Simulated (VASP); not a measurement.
# BaSi2C2 (Cmmm) in VASP: further runs, part 2 of 2

VASP 6.6.1.

## Step 3: Single point, PBE

This run uses another cell than the first one, of 19.64 Å³/atom, 1.277 times its volume.

Input file INCAR:

```
  PREC = Accurate
  ENCUT = 520
  EDIFF = 1E-7
  ISMEAR = 0
  SIGMA = 0.1
  LREAL = F
  LASPH = T
  NELM = 100
  ALGO = Normal
  ISIF = 2
  LWAVE = F
  LCHARG = T
  GGA = PE
  LELF = T
  LVHAR = T
  NBANDS = 21
```

Input file KPOINTS:

```
Automatic mesh
0
Gamma
  4 4 6
```

Input file POSCAR:

```
BaSi2C2
1.0
    3.0818329564     -3.9698593764      0.0000000000
    3.0818329564      3.9698593764      0.0000000000
    0.0000000000      0.0000000000      4.0131416060
Ba Si C
1 2 2
Direct
    0.5000000000      0.5000000000      0.0000000000
    0.1467448941      0.8532551059      0.5000000000
    0.8532551059      0.1467448941      0.5000000000
    0.0000000000      0.5000000000      0.5000000000
    0.5000000000      0.0000000000      0.5000000000
```

Potentials or basis: VASP PAW PBE potentials, release 64 (Ba_sv, Si, C).

Launch:

```bash
$ cat potpaw_PBE.64/Ba_sv/POTCAR potpaw_PBE.64/Si/POTCAR potpaw_PBE.64/C/POTCAR > POTCAR
$ mpirun -np 1 vasp_std > vasp.out
```

OUTCAR:

```text
PREC = Accurate
   ENCUT = 520
   EDIFF = 1E-7
   ISMEAR = 0
   LREAL = F
   LASPH = T
   NELM = 100
   ISIF = 2
   GGA = PE

 ion  position               nearest neighbor table
   1  0.500  0.500  0.000-   4 3.22   5 3.22   4 3.22   5 3.22   5 3.22   5 3.22   4 3.22   4 3.22
                             2 3.45   3 3.45   2 3.45   3 3.45   2 3.86   2 3.86   2 3.86   2 3.86
   2  0.147  0.853  0.500-   4 1.75   5 1.75   3 2.33   1 3.45   1 3.45   1 3.86   1 3.86   1 3.86
                             1 3.86
   3  0.853  0.147  0.500-   4 1.75   5 1.75   2 2.33   1 3.45   1 3.45   1 3.86   1 3.86   1 3.86
                             1 3.86
   4  0.000  0.500  0.500-   2 1.75   3 1.75   1 3.22   1 3.22   1 3.22   1 3.22
   5  0.500  0.000  0.500-   2 1.75   3 1.75   1 3.22   1 3.22   1 3.22   1 3.22

  LATTYP: Found a base centered orthorhombic cell.
 ALAT       =     6.1636659128
 B/A-ratio  =     1.2881487844
 C/A-ratio  =     0.6510965492

  Lattice vectors:

 A1 = (   3.0818329564,  -3.9698593764,   0.0000000000)
 A2 = (   3.0818329564,   3.9698593764,   0.0000000000)
 A3 = (   0.0000000000,   0.0000000000,   4.0131416060)

Analysis of symmetry for initial positions (statically):
[... 177 lines left out ...]

  energy without entropy =      -29.95494972  energy(sigma->0) =      -29.96412157

 E-fermi :   3.7898     XC(G=0):  -9.3659

 val. band max:        3.7796252117   @ k =   0.5000   0.2500   0.3333
 cond. band min:       3.8222267118   @ k =  -0.2500   0.2500   0.1667
 fundamental gap:      0.0426015001
 Fermi energy:         3.7897590041

 k-point     1 :       0.0000    0.0000    0.0000
  band No.  band energies     occupation
      1     -23.3560      2.00000
      2      -8.7431      2.00000
      3      -8.6751      2.00000
      4      -8.6171      2.00000
      5      -8.2959      2.00000
      6      -6.1048      2.00000
[... 565 lines left out ...]
     20      10.3842      0.00000
     21      10.6409      0.00000

 [... further k-points ...]
[... 5 lines left out ...]
  --------------------------------------------------------------------------------------
  -------------------------------------------------------------------------------------
  Total        0.2064912      0.2475113      0.4302646      0.0000000      0.0000000      0.0000000
  in kB        3.3690961      4.0383783      7.0201676      0.0000000      0.0000000      0.0000000
  external PRESSURE =       4.8092140 kB  Pullay stress =       0.0000000 kB

 VOLUME and BASIS-vectors are now :
 -----------------------------------------------------------------------------
  energy-cutoff  :      520.00
  volume of cell :       98.20
      direct lattice vectors                 reciprocal lattice vectors
     3.081832956 -3.969859376  0.000000000     0.162241110 -0.125949046  0.000000000
     3.081832956  3.969859376  0.000000000     0.162241110  0.125949046  0.000000000
     0.000000000  0.000000000  4.013141606     0.000000000  0.000000000  0.249181339

 POSITION                                       TOTAL-FORCE (eV/Angst)
 -----------------------------------------------------------------------------------
      3.08183      0.00000      0.00000        -0.000000      0.000000     -0.000000
      3.08183      2.80475      2.00657         0.000000      0.053369      0.000000
      3.08183     -2.80475      2.00657         0.000000     -0.053369     -0.000000
      1.54092      1.98493      2.00657         0.000000      0.000000     -0.000000
      1.54092     -1.98493      2.00657         0.000000      0.000000     -0.000000
 -----------------------------------------------------------------------------------
    total drift:                               -0.000000     -0.000000     -0.000000

  FREE ENERGIE OF THE ION-ELECTRON SYSTEM (eV)
  ---------------------------------------------------
  free  energy   TOTEN  =       -29.9732934168 eV

  energy  without entropy=      -29.9549497205  energy(sigma->0) =      -29.96412157
```

OSZICAR:

```text
N       E                     dE             d eps       ncg     rms          rms(c)
DAV:   1     0.114130499465E+03    0.11413E+03   -0.11562E+04  1176   0.107E+03
DAV:   2    -0.265636204197E+02   -0.14069E+03   -0.13576E+03  1718   0.198E+02
DAV:   3    -0.356761086794E+02   -0.91125E+01   -0.90571E+01  1471   0.507E+01
DAV:   4    -0.359079642579E+02   -0.23186E+00   -0.23166E+00  1788   0.787E+00
DAV:   5    -0.359098320683E+02   -0.18678E-02   -0.18677E-02  1513   0.713E-01    0.141E+01
DAV:   6    -0.300802234567E+02    0.58296E+01   -0.32380E+01  1418   0.220E+01    0.654E+00
DAV:   7    -0.300364526962E+02    0.43771E-01   -0.18963E+00  1484   0.676E+00    0.340E+00
DAV:   8    -0.299781826288E+02    0.58270E-01   -0.30135E-01  1509   0.251E+00    0.104E+00
DAV:   9    -0.299723606522E+02    0.58220E-02   -0.44675E-02  1652   0.105E+00    0.242E-01
DAV:  10    -0.299730267885E+02   -0.66614E-03   -0.47528E-03  1474   0.363E-01    0.102E-01
DAV:  11    -0.299732550728E+02   -0.22828E-03   -0.60443E-04  1546   0.140E-01    0.548E-02
DAV:  12    -0.299732823711E+02   -0.27298E-04   -0.63813E-05  1529   0.432E-02    0.275E-02
DAV:  13    -0.299732934028E+02   -0.11032E-04   -0.34530E-05  1399   0.351E-02    0.422E-03
DAV:  14    -0.299732933657E+02    0.37079E-07   -0.20643E-06  1644   0.744E-03    0.191E-03
DAV:  15    -0.299732934168E+02   -0.51157E-07   -0.49706E-07  1478   0.460E-03
   1 F= -.29973293E+02 E0= -.29964122E+02  d E =-.183437E-01
```

Wall time 48 s (1 thread of Intel Xeon Platinum 8259CL at 2.50GHz (Skylake/Cascade Lake), shared host); peak memory 0.24 GiB.

What came out:

| Quantity | Value |
| --- | --- |
| Free energy | -29.9733 eV |
| Pressure | 0.5 GPa |
| Largest force | 0.053 eV/Å |
| Band gap on the k mesh | zero (band 13 reaches 4.33 eV, above the bottom of band 14 at 3.38 eV) |

Forces on the atoms (eV/Å):
```
Ba   0.000  0.000  0.000
Si   0.000  0.053  0.000
Si   0.000 -0.053  0.000
C    0.000  0.000  0.000
C    0.000  0.000  0.000
```

Stress tensor (GPa, compression positive):
```
0.34 0.00 0.00
0.00 0.40 0.00
0.00 0.00 0.70
```

Caveat: spin-orbit coupling is left out, which moves the levels of the heavy elements.

## Step 4: Relaxation of cell and atoms, PBE

Input file INCAR:

```
  ALGO = Normal
  EDIFF = 1E-6
  EDIFFG = -0.04
  ENCUT = 600
  GGA = PE
  IBRION = 2
  ISIF = 3
  ISMEAR = 0
  LASPH = T
  LCHARG = F
  LREAL = F
  LWAVE = F
  NELM = 80
  NSW = 90
  PREC = Accurate
  SIGMA = 0.1
```

Input file KPOINTS:

```
k-points
0
Gamma
  4 4 6
```

Input file POSCAR:

```
BaSi2C2
1.0
    3.1392987100     -3.5244028000      0.0000000000
    3.1392987100      3.5244028000      0.0000000000
    0.0000000000      0.0000000000      3.4754883600
Ba Si C
1 2 2
Direct
    0.5000000000      0.5000000000      0.0000000000
    0.1343689400      0.8656310600      0.5000000000
    0.8656310600      0.1343689400      0.5000000000
    0.0000000000      0.5000000000      0.5000000000
    0.5000000000      0.0000000000      0.5000000000
```

Launch:

```bash
$ cat potpaw_PBE.64/Ba_sv/POTCAR potpaw_PBE.64/Si/POTCAR potpaw_PBE.64/C/POTCAR > POTCAR
$ mpirun -np 1 vasp_std > vasp.out
```

It took 6.6 min on 1 thread of Intel Xeon Platinum 8259CL at 2.50GHz (Skylake/Cascade Lake), shared host; peak memory 0.24 GiB.

It converged, with:

| Property | Result |
| --- | --- |
| Free energy | -29.9714 eV |
| Relaxed volume | 19.84 Å³/atom |
| Relaxed cell | a = 5.028 Å, b = 5.028 Å, c = 4.050 Å, α = 90.00°, β = 90.00°, γ = 104.34° |
| Space group after relaxing (to 0.05 Å) | Cmmm (No. 65) |
| Energy gained by relaxing | 534.0 meV/atom |
| Ionic steps | 17 |
| Pressure after relaxing | 0.0 GPa |
| Largest force after relaxing | 0.013 eV/Å |
| Band gap on the k mesh | zero (band 13 reaches 4.25 eV, above the bottom of band 14 at 3.34 eV) |

Forces on the atoms (eV/Å):
```
Ba   0.000  0.000  0.000
Si   0.000  0.013  0.000
Si   0.000 -0.013  0.000
C    0.000  0.000  0.000
C    0.000  0.000  0.000
```

The path:
| step | energy change (eV) | largest force (eV/Å) | pressure (GPa) | volume (Å³) |
| --- | --- | --- | --- | --- |
| 1 | 0.0000 | 8.4802 | 25.17 | 76.91 |
| 2 | -0.3974 | 4.1274 | 7.79 | 105.33 |
| 3 | -1.0163 | 3.9399 | 6.85 | 99.75 |
| 4 | -1.4073 | 3.7483 | 6.60 | 95.78 |
| 5 | -1.9578 | 2.5954 | 9.17 | 86.17 |
| 6 | -2.3514 | 0.1166 | -5.81 | 100.00 |
| 7 | -2.3960 | 0.6321 | -2.91 | 96.34 |
| 8 | -2.6104 | 0.5471 | 0.95 | 96.54 |
| 9 | -2.6106 | 0.5465 | 1.15 | 96.54 |
| 10 | -2.6464 | 0.5836 | -0.40 | 98.24 |
| 11 | -2.6490 | 0.3330 | -0.12 | 97.89 |
| 12 | -2.6626 | 0.1925 | 0.47 | 97.97 |
| 13 | -2.6659 | 0.0913 | 0.94 | 98.02 |
| 14 | -2.6684 | 0.0897 | -0.50 | 99.59 |
| 15 | -2.6696 | 0.0913 | 0.01 | 99.02 |
| 16 | -2.6699 | 0.0624 | 0.06 | 99.25 |
| 17 | -2.6701 | 0.0132 | 0.05 | 99.18 |

Final structure:
```cif
data_structure
_symmetry_space_group_name_H-M 'P 1'
_symmetry_Int_Tables_number 1
_cell_length_a 5.0277
_cell_length_b 5.0277
_cell_length_c 4.0498
_cell_angle_alpha 90.000
_cell_angle_beta 90.000
_cell_angle_gamma 104.340
_cell_volume 99.18
loop_
_atom_site_label
_atom_site_type_symbol
_atom_site_fract_x
_atom_site_fract_y
_atom_site_fract_z
_atom_site_occupancy
Ba1 Ba 0.50000 0.50000 0.00000 1
Si1 Si 0.14665 0.85335 0.50000 1
Si2 Si 0.85335 0.14665 0.50000 1
C1 C 0.00000 0.50000 0.50000 1
C2 C 0.50000 0.00000 0.50000 1
```

Levels at points of the mesh, in eV from the Fermi level:
| k point | band 11 | band 12 | band 13 | band 14 | band 15 | band 16 |
| --- | --- | --- | --- | --- | --- | --- |
| (0.00, 0.00, 0.00) | -1.38 | -0.12 | 0.02 | 1.28 | 2.69 | 3.14 |
| (0.50, 0.00, 0.00) | -1.96 | -1.13 | -0.09 | 2.22 | 2.89 | 3.15 |
| (0.50, 0.50, 0.00) | -0.49 | -0.28 | 0.23 | 0.70 | 2.17 | 3.03 |
| (0.00, 0.00, 0.50) | -2.18 | -1.55 | -0.88 | 0.98 | 1.81 | 5.04 |
| (0.50, 0.00, 0.50) | -3.01 | -1.03 | -0.56 | 1.19 | 2.27 | 4.20 |
| (0.50, 0.50, 0.50) | -2.26 | -0.90 | 0.51 | 0.67 | 2.83 | 3.31 |

Caveat: the volume moved by over 15 % at a fixed basis, so the end points are rough; spin-orbit coupling is left out, which moves the levels of the heavy elements.

## Step 5: The runs side by side

```csv
task,cell,cutoff (eV),gap on the mesh (eV),pressure (GPa),largest force (eV/Å)
single point,"a = 4.720, b = 4.720, c = 3.475 Å, angles 90.0, 90.0, 96.6°, 5 atoms",520,none,25.2,8.48
single point,"a = 5.026, b = 5.026, c = 4.013 Å, angles 90.0, 90.0, 104.4°, 5 atoms",520,none,0.5,0.05
relaxation of cell and atoms,"relaxed from a = 4.720, b = 4.720, c = 3.475 Å, angles 90.0, 90.0, 96.6°, 5 atoms",600,none,0.0,0.01
```

Alike in all rows: level PBE; potentials or basis VASP PAW PBE potentials, release 64 (Ba_sv, Si, C); no spin polarisation; k mesh 4 × 4 × 6; smearing gaussian 0.1 eV.

Caveats: spin-orbit coupling is left out, which moves the levels of the heavy elements; forces of over 1 eV/Å act on the atoms, so gaps and moduli don't describe the material at rest (some runs); the volume moved by over 15 % at a fixed basis, so the end points are rough (some runs).

Absolute energies hang on the potentials; compare differences alone.
